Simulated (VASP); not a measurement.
# MgI2 (P-3m1) in VASP: single point with PBEsol

Aim: the single point of MgI2 with PBEsol.

Program: VASP 6.6.1. These are calculated values, not measurements. Logs are shortened: lines on timing, memory, paths and dates and some standing lists are left out, and cuts for length are marked.

### 1 The cell of the first run

It takes space group P-3m1 (No. 164, trigonal). Conventional cell: a = 4.140 Å, b = 4.140 Å, c = 6.880 Å, α = 90.00°, β = 90.00°, γ = 120.00°. Within 3.9 Å of Mg (site symmetry -3m) lie 6 I at 2.94 Å. Within 3.9 Å of I (site symmetry 3m) lie 3 Mg at 2.94 Å.

### 2 Single point, PBEsol

File INCAR:

```
PREC     = Accurate       # precision mode
ENCUT    = 520            # plane-wave cutoff, eV
EDIFF    = 1E-7           # SCF threshold, eV
ISMEAR   = 0              # smearing method
SIGMA    = 0.01           # smearing width, eV
LREAL    = False          # projectors in reciprocal space
LASPH    = True           # aspherical terms in the spheres
NELM     = 80             # most SCF steps
ALGO     = Normal         # electronic algorithm
ISIF     = 2              # what is computed and relaxed
LWAVE    = False          # write WAVECAR
LCHARG   = False          # write CHGCAR
GGA      = PS             # functional
NBANDS   = 15             # bands
```

File KPOINTS:

```
Automatic mesh
0
Gamma
  3 3 2
```

File POSCAR:

```
MgI2
1.0
    4.1400000000      0.0000000000      0.0000000000
   -2.0700000000      3.5853450000      0.0000000000
    0.0000000000      0.0000000000      6.8800000000
Mg I
1 2
Direct
    0.0000000000      0.0000000000      0.0000000000
    0.3333333333      0.6666666667      0.2500000000
    0.6666666667      0.3333333333      0.7500000000
```

Potentials or basis: VASP PAW PBE potentials, release 64 (Mg, I).

The run is started by

```
cat potpaw_PBE.64/Mg/POTCAR potpaw_PBE.64/I/POTCAR > POTCAR
mpirun -np 1 vasp_std > vasp.out
```

OUTCAR:

```text
PREC = Accurate
   ENCUT = 520
   EDIFF = 1E-7
   ISMEAR = 0
   LREAL = False
   LASPH = True
   NELM = 80
   ISIF = 2
   GGA = PS

 ion  position               nearest neighbor table
   1  0.000  0.000  0.000-   2 2.94   3 2.94   3 2.94   2 2.94   3 2.94   2 2.94
   2  0.333  0.667  0.250-   1 2.94   1 2.94   1 2.94
   3  0.667  0.333  0.750-   1 2.94   1 2.94   1 2.94

  LATTYP: Found a hexagonal cell.
 ALAT       =     4.1400000000
 C/A-ratio  =     1.6618357488

  Lattice vectors:

 A1 = (   4.1400000000,   0.0000000000,   0.0000000000)
 A2 = (  -2.0700000000,   3.5853450000,   0.0000000000)
 A3 = (   0.0000000000,   0.0000000000,   6.8800000000)

Analysis of symmetry for initial positions (statically):
=====================================================================
 Subroutine PRICEL returns:
 Original cell was already a primitive cell.

 Routine SETGRP: Setting up the symmetry group for a
 hexagonal supercell.

 Subroutine GETGRP returns: Found 12 space group operations
 (whereof 12 operations were pure point group operations)
 out of a pool of 24 trial point group operations.

The static configuration has the point symmetry D_3d.

Analysis of symmetry for dynamics (positions and initial velocities):
=====================================================================
 Subroutine PRICEL returns:
 Original cell was already a primitive cell.

 Routine SETGRP: Setting up the symmetry group for a
 hexagonal supercell.

 Subroutine GETGRP returns: Found 12 space group operations
 (whereof 12 operations were pure point group operations)
 out of a pool of 24 trial point group operations.

The dynamic configuration has the point symmetry D_3d.

 Subroutine INISYM returns: Found 12 space group operations
 (whereof 12 operations are pure point group operations),
 and found     1 'primitive' translations

----------------------------------------------------------------------------------------

                                     Primitive cell

  volume of cell :     102.1221

  direct lattice vectors                    reciprocal lattice vectors
     4.140000000  0.000000000  0.000000000     0.241545894  0.139456593  0.000000000
    -2.070000000  3.585345000  0.000000000     0.000000000  0.278913187  0.000000000
     0.000000000  0.000000000  6.880000000     0.000000000  0.000000000  0.145348837

  length of vectors
     4.140000000  4.139999851  6.880000000     0.278913177  0.278913187  0.145348837

  position of ions in fractional coordinates (direct lattice)
     0.000000000  0.000000000  0.000000000
     0.333333333  0.666666667  0.250000000
     0.666666667  0.333333333  0.750000000

  ion indices of the primitive-cell ions
   primitive index   ion index
                 1           1
                 2           2
                 3           3

----------------------------------------------------------------------------------------

 KPOINTS: Automatic mesh

Automatic generation of k-mesh.
 Grid dimensions read from file:
 generate k-points for:    3    3    2

 Generating k-lattice:

  Cartesian coordinates                     Fractional coordinates (reciprocal lattice)
     0.080515298  0.046485531  0.000000000     0.333333333  0.000000000  0.000000000
     0.000000000  0.092971062  0.000000000     0.000000000  0.333333333  0.000000000
     0.000000000  0.000000000  0.072674419     0.000000000  0.000000000  0.500000000

  Length of vectors
     0.092971059  0.092971062  0.072674419

  Shift w.r.t. Gamma in fractional coordinates (k-lattice)
     0.000000000  0.000000000  0.000000000

 Subroutine IBZKPT returns following result:
 ===========================================

 Found      6 irreducible k-points:

 Following reciprocal coordinates:
            Coordinates               Weight
  0.000000  0.000000  0.000000      1.000000
  0.333333  0.000000  0.000000      6.000000
  0.333333  0.333333  0.000000      2.000000
  0.000000  0.000000  0.500000      1.000000
  0.333333  0.000000  0.500000      6.000000
  0.333333  0.333333  0.500000      2.000000
   k-points           NKPTS =      6   k-points in BZ     NKDIM =      6   number of bands    NBANDS=     15
   number of dos      NEDOS =    301   number of ions     NIONS =      3
   total plane-waves  NPLWV =  55296
   dimension x,y,z NGX =    32 NGY =   32 NGZ =   54
   dimension x,y,z NGXF=    64 NGYF=   64 NGZF=  108
   ions per type =               1   2
   NGX,Y,Z   is equivalent  to a cutoff of  12.85, 12.85, 13.05 a.u.
   NGXF,Y,Z  is equivalent  to a cutoff of  25.70, 25.70, 26.10 a.u.
 SYSTEM =  unknown system
   PREC   = accura    normal or accurate (medium, high low for compatibility)
   ISTART =      0    job   : 0-new  1-cont  2-samecut
   ICHARG =      2    charge: 1-file 2-atom 10-const
   ISPIN  =      1    spin polarized calculation?
   LNONCOLLINEAR =      F non collinear calculations
   LSORBIT =      F    spin-orbit coupling
   LASPH  =      T    aspherical Exc in radial PAW
   ENCUT  =  520.0 eV  38.22 Ry    6.18 a.u.   7.70  7.70 12.79*2*pi/ulx,y,z
   NELM   =     80;   NELMIN=  2; NELMDL= -5     # of ELM steps
   EDIFF  = 0.1E-06   stopping-criterion for ELM
   LREAL  =      F    real-space projection
   EDIFFG = 0.1E-05   stopping-criterion for IOM
   NSW    =      0    number of steps for IOM
   IBRION =     -1    ionic relax: 0-MD 1-quasi-New 2-CG
   NFREE  =      0    steps in history (QN), initial steepest desc. (CG)
   ISIF   =      2    stress and relaxation
   ISYM   =      2    0-nonsym 1-usesym 2-fastsym
   POTIM  = 0.5000    time-step for ionic-motion
   TEBEG  =    0.0;   TEEND  =   0.0 temperature during run
   PSTRESS=    0.0 pullay stress
   NELECT =      16.0000    total number of electrons
   NUPDOWN=      -1.0000    fix difference up-down
   EMIN   =  10.00;   EMAX   =-10.00  energy-range for DOS
   EFERMI =   0.00;   METHOD = LEGACY
   ISMEAR =     0;   SIGMA  =   0.01  broadening in eV -4-tet -1-fermi 0-gaus
   EFERMI_NEDOS =   21; number of points for ismear=-14 and -15
   IALGO  =     38    algorithm
   IMIX   =      4    mixing-type and parameters
     AMIX     =   0.40;   BMIX     =  1.00
     AMIX_MAG =   1.60;   BMIX_MAG =  1.00
  volume/ion in A,a.u.               =      34.04       229.72
  Fermi-wavevector in a.u.,A,eV,Ry     =   0.882555  1.667786 10.597613  0.778903
  Thomas-Fermi vector in A             =   2.003202
   LORBIT       =      0    0 simple, 1 ext, 2 COOP (PROOUT), +10 PAW based schemes
   GGA     = PS    functional components
   LHFCALC =     F    Hartree Fock is set to
   AEXX    =    0.0000 exact exchange contribution
   IVDW    =     0    specifies the selected vdW correction
   LEPSILON=     F    determine dielectric tensor
   LRPA    =     F    only Hartree local field effects (RPA)
 non-spin polarized calculation
 Gauss-broadening in eV      SIGMA  =   0.01
  energy-cutoff  :      520.00
  volume of cell :      102.12
 maximum number of plane-waves:      2779
 NGX is ok and might be reduce to    32
   NGX = 15   NGY = 15   NGZ = 25

 number of electron      16.0000002 magnetization

 Free energy of the ion-electron system (eV)
  ---------------------------------------------------
  ext. energy  EPLUGINS =         0.00000000
  ---------------------------------------------------
  free energy    TOTEN  =        -8.25457960 eV

  energy without entropy =       -8.25457960  energy(sigma->0) =       -8.25457960

 E-fermi :   2.3748     XC(G=0):  -8.4069

 val. band max:        2.2914835056   @ k =   0.0000   0.0000   0.0000
 cond. band min:       5.7870588149   @ k =   0.0000   0.0000   0.0000
 fundamental gap:      3.4955753094
 Fermi energy:         2.3747858009

 k-point     1 :       0.0000    0.0000    0.0000
  band No.  band energies     occupation
      1      -9.7747      2.00000
      2      -9.0898      2.00000
      3      -1.3492      2.00000
      4       1.9210      2.00000
      5       1.9210      2.00000
      6       2.2713      2.00000
      7       2.2915      2.00000
      8       2.2915      2.00000
      9       5.7871      0.00000
     10       7.0004      0.00000
     11       9.0097      0.00000
     12       9.0097      0.00000
     13       9.6072      0.00000
     14      10.4498      0.00000
     15      10.4498      0.00000

 k-point     2 :       0.3333    0.0000    0.0000
  band No.  band energies     occupation
      1      -9.2929      2.00000
      2      -8.8780      2.00000
      3      -0.8686      2.00000
      4      -0.3041      2.00000
      5       0.2610      2.00000
      6       1.1636      2.00000
      7       1.7754      2.00000
      8       1.9985      2.00000
      9       6.2942      0.00000
     10       7.5713      0.00000
     11       7.9793      0.00000
     12       9.2359      0.00000
     13       9.6177      0.00000
     14      10.9364      0.00000
     15      11.3775      0.00000

 k-point     3 :       0.3333    0.3333    0.0000
  band No.  band energies     occupation
      1      -8.8890      2.00000
      2      -8.8890      2.00000
      3      -1.0102      2.00000
      4      -0.0381      2.00000
      5      -0.0381      2.00000
      6       0.3853      2.00000
      7       0.9613      2.00000
      8       0.9613      2.00000
      9       5.9499      0.00000
     10       9.3659      0.00000
     11       9.3659      0.00000
     12       9.8959      0.00000
     13      10.4730      0.00000
     14      10.4730      0.00000
     15      10.6069      0.00000

 k-point     4 :       0.0000    0.0000    0.5000
  band No.  band energies     occupation
      1      -9.5836      2.00000
      2      -9.3306      2.00000
      3      -0.4224      2.00000
      4       0.6750      2.00000
      5       2.0443      2.00000
      6       2.0443      2.00000
      7       2.1640      2.00000
      8       2.1640      2.00000
      9       6.8875      0.00000
     10       7.0685      0.00000
     11       8.8108      0.00000
     12       8.8108      0.00000
     13       9.9339      0.00000
     14      10.0726      0.00000
     15      10.0726      0.00000

 k-point     5 :       0.3333    0.0000    0.5000
  band No.  band energies     occupation
      1      -9.1643      2.00000
      2      -9.0214      2.00000
      3      -0.9527      2.00000
      4      -0.4654      2.00000
      5       1.0881      2.00000
      6       1.3225      2.00000
      7       1.3656      2.00000
      8       1.7301      2.00000
      9       6.0893      0.00000
     10       7.5027      0.00000
     11       8.3367      0.00000
     12       8.6693      0.00000
     13       9.8352      0.00000
     14      11.5716      0.00000
     15      11.9370      0.00000

 k-point     6 :       0.3333    0.3333    0.5000
  band No.  band energies     occupation
      1      -8.8860      2.00000
      2      -8.8860      2.00000
      3      -0.8004      2.00000
      4      -0.4823      2.00000
      5      -0.4823      2.00000
      6       0.0148      2.00000
      7       1.7335      2.00000
      8       1.7335      2.00000
      9       6.9335      0.00000
     10       7.7610      0.00000
     11       7.7610      0.00000
     12       9.3608      0.00000
     13      10.5551      0.00000
     14      10.9631      0.00000
     15      11.1191      0.00000

------------------------ aborting loop because EDIFF is reached ----------------------------------------

  FORCE on cell =-STRESS in cart. coord.  units (eV):
  Direction    XX          YY          ZZ          XY          YZ          ZX
  --------------------------------------------------------------------------------------
  -------------------------------------------------------------------------------------
  Total        0.2337273      0.2337273     -0.8487151      0.0000000      0.0000000      0.0000000
  in kB        3.6669108      3.6669104    -13.3153566      0.0000000      0.0000000      0.0000000
  external PRESSURE =      -1.9938451 kB  Pullay stress =       0.0000000 kB

 VOLUME and BASIS-vectors are now :
 -----------------------------------------------------------------------------
  energy-cutoff  :      520.00
  volume of cell :      102.12
      direct lattice vectors                 reciprocal lattice vectors
     4.140000000  0.000000000  0.000000000     0.241545894  0.139456593  0.000000000
    -2.070000000  3.585345000  0.000000000     0.000000000  0.278913187  0.000000000
     0.000000000  0.000000000  6.880000000     0.000000000  0.000000000  0.145348837

 POSITION                                       TOTAL-FORCE (eV/Angst)
 -----------------------------------------------------------------------------------
      0.00000      0.00000      0.00000        -0.000000      0.000000     -0.000000
     -0.00000      2.39023      1.72000        -0.000000     -0.000000     -0.319219
      2.07000      1.19511      5.16000         0.000000      0.000000      0.319219
 -----------------------------------------------------------------------------------
    total drift:                                0.000000     -0.000000      0.000000

  FREE ENERGIE OF THE ION-ELECTRON SYSTEM (eV)
  ---------------------------------------------------
  free  energy   TOTEN  =        -8.2545796045 eV

  energy  without entropy=       -8.2545796045  energy(sigma->0) =       -8.25457960
```

Run time: 11 s. Hardware: 1 thread of Intel Xeon 6975P-C, shared host; peak memory 0.22 GiB.

Results:

- Free energy: -8.2546 eV
- Pressure: -0.2 GPa
- Largest force: 0.319 eV/Å
- Band gap on the k mesh: 3.50 eV, direct

Forces in eV/Å, atoms in the order of the input:
```
Mg   0.000  0.000  0.000
I    0.000  0.000 -0.319
I    0.000  0.000  0.319
```

Levels at points of the mesh, in eV from the valence-band top:
```
           k point  band 4  band 5  band 6  band 7  band 8  band 9  band 10  band 11  band 12  band 13
(0.00, 0.00, 0.00)   -0.37   -0.37   -0.02    0.00    0.00    3.50     4.71     6.72     6.72     7.32
(0.00, 0.00, 0.50)   -1.62   -0.25   -0.25   -0.13   -0.13    4.60     4.78     6.52     6.52     7.64
```

Caveat: the k points lie up to 0.58 Å⁻¹ apart; the PAW data sets were made with another functional, which shifts forces and pressure a little; spin-orbit coupling is left out, which moves the levels of the heavy elements; this functional lacks dispersion, which binds the layers, so the pressure and a relaxed spacing across them are unreliable. A k mesh can miss the band edges.
